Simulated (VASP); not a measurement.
A run of VASP 6.6.1 is set up as follows.

Contents of INCAR:

```
SYSTEM = NaSnS3
  PREC = Accurate
  ENCUT = 520
  EDIFF = 1E-7
  ISMEAR = 0
  SIGMA = 0.1
  LREAL = .FALSE.
  LASPH = .TRUE.
  NELM = 100
  ALGO = Normal
  ISIF = 2
  LWAVE = .FALSE.
  LCHARG = .FALSE.
  GGA = PE
  NBANDS = 28
```

KPOINTS

```
Automatic mesh
0
G
  4 4 4
  0 0 0
```

POSCAR

```
NaSnS3
1.0
    4.7005606792      0.0000000000      0.0000000000
    0.0000000000      4.7005606792      0.0000000000
    0.0000000000      0.0000000000      4.7005606792
Na Sn S
1 1 3
Direct
    0.0000000000      0.0000000000      0.0000000000
    0.5000000000      0.5000000000      0.5000000000
    0.0000000000      0.5000000000      0.5000000000
    0.5000000000      0.0000000000      0.5000000000
    0.5000000000      0.5000000000      0.0000000000
```

Potentials or basis: VASP PAW PBE potentials, release 64 (Na_pv, Sn_d, S).

Command:

```sh
$ cat potpaw_PBE.64/Na_pv/POTCAR potpaw_PBE.64/Sn_d/POTCAR potpaw_PBE.64/S/POTCAR > POTCAR
$ mpirun -np 1 vasp_std > vasp.out
```

Problem. Predict the band gap on the k mesh.

Solution. Zero (an odd number of electrons rules out a gap without spin polarisation).

Problem. Predict the pressure.

Solution. 17.5 GPa.

Caveat: the cell stands under pressure; spin-orbit coupling is left out, which moves the levels of the heavy elements; an odd number of electrons without spin polarisation forces a metal; a magnetic or distorted state may lie lower.
